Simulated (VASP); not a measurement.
Input of a VASP 6.6.1 run:

INCAR

```
PREC     = Accurate       # precision mode
ENCUT    = 600            # plane-wave cutoff, eV
EDIFF    = 1E-6           # SCF threshold, eV
ISMEAR   = -1             # smearing method
SIGMA    = 0.05           # smearing width, eV
LREAL    = False          # projectors in reciprocal space
LASPH    = True           # aspherical terms in the spheres
NELM     = 200            # most SCF steps
ALGO     = Normal         # electronic algorithm
ISIF     = 2              # what is computed and relaxed
LWAVE    = False          # write WAVECAR
LCHARG   = True           # write CHGCAR
ISPIN    = 2              # spin polarisation
MAGMOM   = 3 0            # initial moments
LORBIT   = 11             # projections on sites
LMAXMIX  = 4              # l up to which the mixer works
LELF     = True           # ELF
LVHAR    = True         
NBANDS   = 22             # bands
GGA_COMPAT= False
```

Contents of KPOINTS:

```
Automatic mesh
0
Gamma
  9 9 9
```

Contents of POSCAR:

```
FeO
1.0
    1.5288796120      0.8826990556      2.5362637132
   -1.5288796120      0.8826990556      2.5362637132
    0.0000000000     -1.7653981111      2.5362637132
Fe O
1 1
Direct
    0.0000000000      0.0000000000      0.0000000000
    0.5000000000      0.5000000000      0.5000000000
```

Potentials or basis: VASP PAW LDA potentials, release 64 (Fe_sv, O).

Launch:

```bash
$ cat potpaw_LDA.64/Fe_sv/POTCAR potpaw_LDA.64/O/POTCAR > POTCAR
$ mpirun -np 1 vasp_std > vasp.out
```

What does it give for the net moment?

4.00 μB per cell.

Predict the site moments.

Fe +3.43; O +0.31 μB.

Stress tensor (GPa, compression positive):
```
-20.91   0.00   0.00
  0.00 -20.91   0.00
  0.00   0.00 -22.18
```

Caveat: a cell with one magnetic atom can't hold antiferromagnetic order, which such compounds often take.
